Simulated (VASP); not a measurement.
A run of VASP 6.6.1 is set up as follows.

POSCAR

```
Sb
1.0
   -1.8713408863      1.8713408863      1.8713408863
    1.8713408863     -1.8713408863      1.8713408863
    1.8713408863      1.8713408863     -1.8713408863
Sb
1
Direct
    0.0000000000      0.0000000000      0.0000000000
```

The input INCAR.step1:

```
PREC = Accurate
ENCUT = 520
EDIFF = 1E-5
ISMEAR = -1
SIGMA = 0.05
LREAL = False
LASPH = True
NELM = 100
ALGO = Normal
ISIF = 2
LWAVE = True
GGA = PE
NBANDS = 8
```

INCAR.step2

```
PREC = Accurate
ENCUT = 520
EDIFF = 1E-6
ISMEAR = -1
SIGMA = 0.05
LREAL = False
LASPH = True
NELM = 100
ALGO = Normal
ISIF = 2
LWAVE = False
LCHARG = True
GGA = PE
LHFCALC = True
HFSCREEN = 0.2079
PRECFOCK = Normal
LELF = True
LVHAR = True
ISTART = 1
NBANDS = 8
```

The input KPOINTS:

```
Automatic mesh
0
Gamma
  6 6 6
```

Potentials or basis: VASP PAW PBE potentials, release 64 (Sb).

Run with:

```sh
$ cat potpaw_PBE.64/Sb/POTCAR > POTCAR
$ cp INCAR.step1 INCAR
$ mpirun -np 1 vasp_std > vasp.out
$ cp INCAR.step2 INCAR
$ mpirun -np 1 vasp_std > vasp.out
```

Question: Estimate the pressure.

Answer: 0.4 GPa.

Caveat: the k points lie up to 0.40 Å⁻¹ apart; the PAW data sets were made with another functional, which shifts forces and pressure a little.
